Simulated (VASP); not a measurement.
Wanted: the native input for a VASP 6.6.1 run.

```yaml
Task: relaxation of cell and atoms
Functional: PBE
Potentials_or_basis: VASP PAW PBE potentials, release 64 (Hf_pv, B)
Cutoff: 600 eV
k_mesh: 12 × 12 × 6
Occupations: gaussian, width 0.1 eV
Spin: no spin polarisation
Dipole_correction: no
Further_INCAR_settings: ALGO = Normal; EDIFF = 1e-07; IBRION = 2; EDIFFG = -0.01; NSW = 65; ISIF = 3
```

The structure of HfB lies in POSCAR:

```
HfB
1.0
    3.4223056964      0.0000000000      0.0000000000
   -1.7111528482      2.9638036726      0.0000000000
    0.0000000000      0.0000000000      5.5676685679
Hf B
2 2
Direct
    0.0000000000      0.0000000000      0.0000000000
    0.0000000000      0.0000000000      0.5000000000
    0.3333333333      0.6666666667      0.2500000000
    0.6666666667      0.3333333333      0.7500000000
```

The input as run:

INCAR

```
SYSTEM = HfB
ALGO = Normal ; EDIFF = 1E-7
EDIFFG = -0.01 ; ENCUT = 600
GGA = PE ; IBRION = 2
ISIF = 3 ; ISMEAR = 0
LASPH = .True. ; LCHARG = .False.
LREAL = .False. ; LWAVE = .False.
NELM = 80 ; NSW = 65
PREC = Accurate ; SIGMA = 0.1
```

KPOINTS

```
k-points
0
Gamma
  12 12 6
  0 0 0
```

Potentials or basis: VASP PAW PBE potentials, release 64 (Hf_pv, B).

Command:

```bash
$ cat potpaw_PBE.64/Hf_pv/POTCAR potpaw_PBE.64/B/POTCAR > POTCAR
$ mpirun -np 1 vasp_std > vasp.out
```

Results of the run:

The relaxed volume is 14.85 Å³/atom. The relaxed cell is a = 3.341 Å, b = 3.341 Å, c = 6.147 Å, α = 90.00°, β = 90.00°, γ = 120.00°. The space group after relaxing (to 0.05 Å) is P6_3/mmc (No. 194) and the energy gained by relaxing is 129.6 meV/atom. The ionic steps are 9 and the pressure after relaxing is 0.0 GPa. The band gap on the k mesh is zero (band 13 reaches 6.66 eV, above the bottom of band 14 at 3.13 eV).

Caveat: spin-orbit coupling is left out, which moves the levels of the heavy elements.

It took 8.9 min on 1 thread of Intel(R) Xeon(R) Platinum 8488C (Sapphire Rapids), with other jobs on the host, peak memory 0.26 GiB.
